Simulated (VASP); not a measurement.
Here is a VASP 6.6.1 calculation.

POSCAR

```
Ta
1.0
   -1.6512800000      1.6512800000      1.6512800000
    1.6512800000     -1.6512800000      1.6512800000
    1.6512800000      1.6512800000     -1.6512800000
Ta
1
Direct
    0.0000000000      0.0000000000      0.0000000000
```

The input INCAR.step1:

```
SYSTEM = Ta
  PREC = Accurate
  ENCUT = 520
  ISMEAR = -1
  SIGMA = 0.05
  LREAL = .False.
  LASPH = .True.
  NELM = 80
  NBANDS = 12
  GGA = PE
  ALGO = Normal
  EDIFF = 1E-4
  LWAVE = .True.
  LCHARG = .False.
```

The input INCAR.step2:

```
SYSTEM = Ta
  PREC = Accurate
  ENCUT = 520
  EDIFF = 1E-7
  ISMEAR = -1
  SIGMA = 0.05
  LREAL = .False.
  LASPH = .True.
  NELM = 80
  ALGO = Normal
  ISIF = 2
  LWAVE = .False.
  LCHARG = .True.
  METAGGA = R2SCAN
  LMIXTAU = .True.
  LELF = .True.
  LVHAR = .True.
  NBANDS = 12
  ISTART = 1
```

File KPOINTS:

```
regular mesh
0
Gamma
  11 11 11
  0 0 0
```

Potentials or basis: VASP PAW PBE potentials, release 64 (Ta_pv).

The run is started by

```bash
$ cat potpaw_PBE.64/Ta_pv/POTCAR > POTCAR
$ cp INCAR.step1 INCAR
$ mpirun -np 1 vasp_std > vasp.out
$ cp INCAR.step2 INCAR
$ mpirun -np 1 vasp_std > vasp.out
```

(1) Estimate the pressure.

Answers

(1) 0.7 GPa.

Caveat: the PAW data sets were made with another functional, which shifts forces and pressure a little.
